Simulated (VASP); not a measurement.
# NaF (Fm-3m) in VASP: a series of runs

The runs below take NaF through single point, with r2SCAN.

Program: VASP 6.6.1. These are calculated values, not measurements. Logs are shortened: lines on timing, memory, paths and dates and some standing lists are left out, and cuts for length are marked.

## (1) The cell of the first run

The structure is cubic, space group Fm-3m (No. 225). The conventional cell has a = 4.684 Å, b = 4.684 Å, c = 4.684 Å, α = 90.00°, β = 90.00°, γ = 90.00°. Within 3.1 Å of Na (site symmetry m-3m) lie 6 F at 2.34 Å. Within 3.1 Å of F (site symmetry m-3m) lie 6 Na at 2.34 Å.

## (2) Single point, r2SCAN (12.85 Å³/atom)

The input, POSCAR:

```
NaF
1.0
    0.0000000000      2.3422220339      2.3422220339
    2.3422220339      0.0000000000      2.3422220339
    2.3422220339      2.3422220339      0.0000000000
Na F
1 1
Direct
    0.0000000000      0.0000000000      0.0000000000
    0.5000000000      0.5000000000      0.5000000000
```

The input, INCAR.step1:

```
ALGO     = Normal         # electronic algorithm
EDIFF    = 1E-5           # SCF threshold, eV
ENCUT    = 1250           # plane-wave cutoff, eV
GGA      = PE             # functional
GGA_COMPAT= False        
ISMEAR   = 0              # smearing method
LASPH    = True           # aspherical terms in the spheres
LCHARG   = False          # write CHGCAR
LREAL    = False          # projectors in reciprocal space
LWAVE    = True           # write WAVECAR
NBANDS   = 15             # bands
NELM     = 120            # most SCF steps
PREC     = Accurate       # precision mode
SIGMA    = 0.01           # smearing width, eV
```

The input, INCAR.step2:

```
ALGO     = Normal         # electronic algorithm
EDIFF    = 1E-6           # SCF threshold, eV
ENCUT    = 1250           # plane-wave cutoff, eV
GGA_COMPAT= False        
ISIF     = 2              # what is computed and relaxed
ISMEAR   = 0              # smearing method
ISTART   = 1            
LASPH    = True           # aspherical terms in the spheres
LCHARG   = False          # write CHGCAR
LMIXTAU  = True         
LREAL    = False          # projectors in reciprocal space
LWAVE    = False          # write WAVECAR
METAGGA  = R2SCAN         # meta-GGA
NBANDS   = 15             # bands
NELM     = 120            # most SCF steps
PREC     = Accurate       # precision mode
SIGMA    = 0.01           # smearing width, eV
```

The input, KPOINTS:

```
k-points
0
Gamma
  8 8 8
```

Potentials or basis: VASP PAW PBE potentials, release 64 (Na_sv, F).

Started as:

```sh
$ cat potpaw_PBE.64/Na_sv/POTCAR potpaw_PBE.64/F/POTCAR > POTCAR
$ cp INCAR.step1 INCAR
$ mpirun -np 1 vasp_std > vasp.out
$ cp INCAR.step2 INCAR
$ mpirun -np 1 vasp_std > vasp.out
```

OUTCAR:

```text
EDIFF = 1E-6
   ENCUT = 1250
   ISIF = 2
   ISMEAR = 0
   ISTART = 1
   LASPH = True
   LREAL = False
   METAGGA = R2SCAN
   NELM = 120
   PREC = Accurate

 ion  position               nearest neighbor table
   1  0.000  0.000  0.000-
   2  0.500  0.500  0.500-

  LATTYP: Found a face centered cubic cell.
 ALAT       =     4.6844440678

  Lattice vectors:

 A1 = (   0.0000000000,   2.3422220339,   2.3422220339)
 A2 = (   2.3422220339,   0.0000000000,   2.3422220339)
 A3 = (   2.3422220339,   2.3422220339,   0.0000000000)

Analysis of symmetry for initial positions (statically):
=====================================================================
 Subroutine PRICEL returns:
 Original cell was already a primitive cell.

 Routine SETGRP: Setting up the symmetry group for a
 face centered cubic supercell.

 Subroutine GETGRP returns: Found 48 space group operations
 (whereof 48 operations were pure point group operations)
 out of a pool of 48 trial point group operations.

The static configuration has the point symmetry O_h .

Analysis of symmetry for dynamics (positions and initial velocities):
=====================================================================
 Subroutine PRICEL returns:
 Original cell was already a primitive cell.

 Routine SETGRP: Setting up the symmetry group for a
 face centered cubic supercell.

 Subroutine GETGRP returns: Found 48 space group operations
 (whereof 48 operations were pure point group operations)
 out of a pool of 48 trial point group operations.

The dynamic configuration has the point symmetry O_h .

 Subroutine INISYM returns: Found 48 space group operations
 (whereof 48 operations are pure point group operations),
 and found     1 'primitive' translations

----------------------------------------------------------------------------------------

                                     Primitive cell

  volume of cell :      25.6989

  direct lattice vectors                    reciprocal lattice vectors
     0.000000000  2.342222034  2.342222034    -0.213472503  0.213472503  0.213472503
     2.342222034  0.000000000  2.342222034     0.213472503 -0.213472503  0.213472503
     2.342222034  2.342222034  0.000000000     0.213472503  0.213472503 -0.213472503

  length of vectors
     3.312402166  3.312402166  3.312402166     0.369745221  0.369745221  0.369745221

  position of ions in fractional coordinates (direct lattice)
     0.000000000  0.000000000  0.000000000
     0.500000000  0.500000000  0.500000000

  ion indices of the primitive-cell ions
   primitive index   ion index
                 1           1
                 2           2

----------------------------------------------------------------------------------------

 KPOINTS: k-points

Automatic generation of k-mesh.
 Grid dimensions read from file:
 generate k-points for:    8    8    8

 Generating k-lattice:

  Cartesian coordinates                     Fractional coordinates (reciprocal lattice)
    -0.026684063  0.026684063  0.026684063     0.125000000  0.000000000  0.000000000
     0.026684063 -0.026684063  0.026684063     0.000000000  0.125000000  0.000000000
     0.026684063  0.026684063 -0.026684063     0.000000000  0.000000000  0.125000000

  Length of vectors
     0.046218153  0.046218153  0.046218153

  Shift w.r.t. Gamma in fractional coordinates (k-lattice)
     0.000000000  0.000000000  0.000000000

 Subroutine IBZKPT returns following result:
 ===========================================

 Found     29 irreducible k-points:

 Following reciprocal coordinates:
            Coordinates               Weight
  0.000000  0.000000  0.000000      1.000000
  0.125000  0.000000  0.000000      8.000000
  0.250000  0.000000  0.000000      8.000000
  0.375000  0.000000  0.000000      8.000000
  0.500000  0.000000  0.000000      4.000000
  0.125000  0.125000  0.000000      6.000000
[... 16 lines left out ...]
  0.500000  0.250000  0.125000     48.000000
 -0.375000  0.250000  0.125000     24.000000
 [... further k-points ...]
   k-points           NKPTS =     29   k-points in BZ     NKDIM =     29   number of bands    NBANDS=     15
   number of dos      NEDOS =    301   number of ions     NIONS =      2
   total plane-waves  NPLWV =  64000
   dimension x,y,z NGX =    40 NGY =   40 NGZ =   40
   dimension x,y,z NGXF=    80 NGYF=   80 NGZF=   80
   ions per type =               1   1
   NGX,Y,Z   is equivalent  to a cutoff of  20.08, 20.08, 20.08 a.u.
   NGXF,Y,Z  is equivalent  to a cutoff of  40.15, 40.15, 40.15 a.u.
 SYSTEM =  unknown system
   PREC   = accura    normal or accurate (medium, high low for compatibility)
   ISTART =      1    job   : 0-new  1-cont  2-samecut
   ICHARG =      0    charge: 1-file 2-atom 10-const
   ISPIN  =      1    spin polarized calculation?
   LNONCOLLINEAR =      F non collinear calculations
   LSORBIT =      F    spin-orbit coupling
   LASPH  =      T    aspherical Exc in radial PAW
   ENCUT  = 1250.0 eV  91.87 Ry    9.59 a.u.   9.55  9.55  9.55*2*pi/ulx,y,z
   NELM   =    120;   NELMIN=  2; NELMDL=  0     # of ELM steps
   EDIFF  = 0.1E-05   stopping-criterion for ELM
   LREAL  =      F    real-space projection
   EDIFFG = 0.1E-04   stopping-criterion for IOM
   NSW    =      0    number of steps for IOM
   IBRION =     -1    ionic relax: 0-MD 1-quasi-New 2-CG
   NFREE  =      0    steps in history (QN), initial steepest desc. (CG)
   ISIF   =      2    stress and relaxation
   ISYM   =      2    0-nonsym 1-usesym 2-fastsym
   POTIM  = 0.5000    time-step for ionic-motion
   TEBEG  =    0.0;   TEEND  =   0.0 temperature during run
   PSTRESS=    0.0 pullay stress
   NELECT =      16.0000    total number of electrons
   NUPDOWN=      -1.0000    fix difference up-down
   EMIN   =  10.00;   EMAX   =-10.00  energy-range for DOS
   EFERMI =   0.00;   METHOD = LEGACY
   ISMEAR =     0;   SIGMA  =   0.01  broadening in eV -4-tet -1-fermi 0-gaus
   EFERMI_NEDOS =   21; number of points for ismear=-14 and -15
   IALGO  =     38    algorithm
   IMIX   =      4    mixing-type and parameters
     AMIX     =   0.40;   BMIX     =  1.00
     AMIX_MAG =   1.60;   BMIX_MAG =  1.00
  volume/ion in A,a.u.               =      12.85        86.71
  Fermi-wavevector in a.u.,A,eV,Ry     =   1.397902  2.641652 26.587557  1.954130
  Thomas-Fermi vector in A             =   2.521113
   LORBIT       =      0    0 simple, 1 ext, 2 COOP (PROOUT), +10 PAW based schemes
   METAGGA = R2SCAN    functional components
   LHFCALC =     F    Hartree Fock is set to
   AEXX    =    0.0000 exact exchange contribution
   IVDW    =     0    specifies the selected vdW correction
   LEPSILON=     F    determine dielectric tensor
   LRPA    =     F    only Hartree local field effects (RPA)
 non-spin polarized calculation
 Gauss-broadening in eV      SIGMA  =   0.01
  energy-cutoff  :     1250.00
  volume of cell :       25.70
 maximum number of plane-waves:      2637
 NGX is ok and might be reduce to    40
   NGX = 19   NGY = 19   NGZ = 19

 number of electron      15.9999999 magnetization

 Free energy of the ion-electron system (eV)
  ---------------------------------------------------
  ext. energy  EPLUGINS =         0.00000000
  ---------------------------------------------------
  free energy    TOTEN  =       -12.55694871 eV

  energy without entropy =      -12.55694871  energy(sigma->0) =      -12.55694871

 E-fermi :  -2.3787     XC(G=0):  -9.3802

 val. band max:       -2.4778377655   @ k =   0.0000   0.0000   0.0000
 cond. band min:       4.4738908673   @ k =   0.0000   0.0000   0.0000
 fundamental gap:      6.9517286328
 Fermi energy:        -2.3787440222

 k-point     1 :       0.0000    0.0000    0.0000
  band No.  band energies     occupation
      1     -51.6665      2.00000
      2     -22.7161      2.00000
      3     -22.0477      2.00000
      4     -22.0477      2.00000
      5     -22.0477      2.00000
      6      -2.4778      2.00000
      7      -2.4778      2.00000
      8      -2.4778      2.00000
      9       4.4739      0.00000
     10      17.3604      0.00000
     11      17.3604      0.00000
     12      17.3604      0.00000
     13      19.6892      0.00000
     14      22.7068      0.00000
     15      22.7068      0.00000

 k-point     2 :       0.1250    0.0000    0.0000
  band No.  band energies     occupation
      1     -51.6650      2.00000
      2     -22.8019      2.00000
      3     -22.0492      2.00000
      4     -22.0492      2.00000
      5     -21.9452      2.00000
      6      -2.7475      2.00000
      7      -2.5132      2.00000
      8      -2.5132      2.00000
      9       5.0048      0.00000
     10      15.4885      0.00000
     11      17.5983      0.00000
     12      17.5983      0.00000
     13      21.7432      0.00000
     14      22.0678      0.00000
     15      22.0678      0.00000

 k-point     3 :       0.2500    0.0000    0.0000
  band No.  band energies     occupation
      1     -51.6614      2.00000
      2     -22.9516      2.00000
      3     -22.0527      2.00000
      4     -22.0527      2.00000
      5     -21.7548      2.00000
      6      -3.3069      2.00000
      7      -2.5976      2.00000
      8      -2.5976      2.00000
      9       6.3101      0.00000
     10      13.3641      0.00000
     11      18.1291      0.00000
     12      18.1291      0.00000
     13      21.3327      0.00000
     14      21.3327      0.00000
     15      22.6670      0.00000
[... 343 lines left out ...]
 k-point    23 :       0.5000    0.2500    0.1250
  band No.  band energies     occupation
      1     -51.6560      2.00000
      2     -22.9494      2.00000
      3     -22.0907      2.00000
      4     -22.0678      2.00000
      5     -21.6907      2.00000
      6      -3.6344      2.00000
      7      -2.9518      2.00000
      8      -2.7581      2.00000
      9       8.8185      0.00000
     10      11.7743      0.00000
     11      15.8396      0.00000
     12      17.6581      0.00000
     13      19.9605      0.00000
     14      22.1056      0.00000
     15      26.2832      0.00000

 k-point    24 :      -0.3750    0.2500    0.1250
  band No.  band energies     occupation
      1     -51.6548      2.00000
      2     -22.9581      2.00000
      3     -22.0932      2.00000
      4     -22.0741      2.00000
      5     -21.6685      2.00000
      6      -3.7047      2.00000
      7      -3.0240      2.00000
      8      -2.7944      2.00000
      9       9.9354      0.00000
     10      10.9184      0.00000
     11      15.5442      0.00000
     12      17.3326      0.00000
     13      20.5540      0.00000
     14      21.6583      0.00000
     15      26.4909      0.00000

 [... further k-points ...]
[... 5 lines left out ...]
  --------------------------------------------------------------------------------------
  -------------------------------------------------------------------------------------
  Total       -0.4439430     -0.4439430     -0.4439430      0.0000000      0.0000000      0.0000000
  in kB      -27.6772946    -27.6772946    -27.6772946      0.0000000      0.0000000      0.0000000
  external PRESSURE =     -27.6772946 kB  Pullay stress =       0.0000000 kB

 VOLUME and BASIS-vectors are now :
 -----------------------------------------------------------------------------
  energy-cutoff  :     1250.00
  volume of cell :       25.70
      direct lattice vectors                 reciprocal lattice vectors
     0.000000000  2.342222034  2.342222034    -0.213472503  0.213472503  0.213472503
     2.342222034  0.000000000  2.342222034     0.213472503 -0.213472503  0.213472503
     2.342222034  2.342222034  0.000000000     0.213472503  0.213472503 -0.213472503

 POSITION                                       TOTAL-FORCE (eV/Angst)
 -----------------------------------------------------------------------------------
      0.00000      0.00000      0.00000         0.000000      0.000000      0.000000
      2.34222      2.34222      2.34222        -0.000000     -0.000000     -0.000000
 -----------------------------------------------------------------------------------
    total drift:                                0.000000     -0.000000      0.000000

  FREE ENERGIE OF THE ION-ELECTRON SYSTEM (eV)
  ---------------------------------------------------
  free  energy   TOTEN  =       -12.5569487086 eV

  energy  without entropy=      -12.5569487086  energy(sigma->0) =      -12.55694871
```

Wall time 93 s (1 thread of Intel Xeon Platinum 8375C at 2.90GHz (Ice Lake), shared host); peak memory 0.25 GiB.

Results:

```yaml
Free_energy: -12.5569 eV
Pressure: -2.8 GPa
Band_gap_on_the_k_mesh: 6.95 eV
```

Caveat: the PAW data sets were made with another functional, which shifts forces and pressure a little.

## (3) Single point, r2SCAN (12.49 Å³/atom)

This run uses another cell than the first one, of 12.49 Å³/atom.

The input, POSCAR:

```
NaF
1.0
    0.0000000000      2.3199138019      2.3199138019
    2.3199138019      0.0000000000      2.3199138019
    2.3199138019      2.3199138019      0.0000000000
Na F
1 1
Direct
    0.0000000000      0.0000000000      0.0000000000
    0.5000000000      0.5000000000      0.5000000000
```

The input, INCAR.step1:

```
SYSTEM = NaF
PREC = Accurate
ENCUT = 1250
ISMEAR = 0
SIGMA = 0.01
LREAL = .FALSE.
LASPH = .TRUE.
NELM = 120
NBANDS = 15
GGA = PE
ALGO = Normal
EDIFF = 1E-5
LWAVE = .TRUE.
LCHARG = .FALSE.
GGA_COMPAT = .FALSE.
```

The input, INCAR.step2:

```
SYSTEM = NaF
PREC = Accurate
ENCUT = 1250
EDIFF = 1E-6
ISMEAR = 0
SIGMA = 0.01
LREAL = .FALSE.
LASPH = .TRUE.
NELM = 120
ALGO = Normal
ISIF = 2
LWAVE = .FALSE.
LCHARG = .FALSE.
METAGGA = R2SCAN
LMIXTAU = .TRUE.
NBANDS = 15
ISTART = 1
GGA_COMPAT = .FALSE.
```

The input, KPOINTS:

```
Automatic mesh
0
G
  8 8 8
  0 0 0
```

Potentials or basis: VASP PAW PBE potentials, release 64 (Na_sv, F).

Started as:

```sh
$ cat potpaw_PBE.64/Na_sv/POTCAR potpaw_PBE.64/F/POTCAR > POTCAR
$ cp INCAR.step1 INCAR
$ mpirun -np 1 vasp_std > vasp.out
$ cp INCAR.step2 INCAR
$ mpirun -np 1 vasp_std > vasp.out
```

Wall time 2.2 min (1 thread of Intel Xeon Platinum 8375C at 2.90GHz (Ice Lake), shared host); peak memory 0.25 GiB.

The run converged. Its results:

| Quantity | Value |
| --- | --- |
| Free energy | -12.5663 eV |
| Pressure | -1.5 GPa |
| Band gap on the k mesh | 7.11 eV |

Levels at points of the mesh, in eV from the valence-band top:
```
           k point  band 4  band 5  band 6  band 7  band 8  band 9  band 10  band 11  band 12  band 13
(0.00, 0.00, 0.00)  -19.48  -19.48    0.00    0.00    0.00    7.11    20.05    20.05    20.05    22.45
(0.50, 0.00, 0.00)  -19.49  -18.98   -1.54   -0.25   -0.25   11.59    13.41    21.33    21.33    24.22
(0.50, 0.50, 0.00)  -19.53  -19.53   -1.26   -0.40   -0.40   14.01    14.08    14.79    21.02    21.02
```

Caveat: the PAW data sets were made with another functional, which shifts forces and pressure a little.
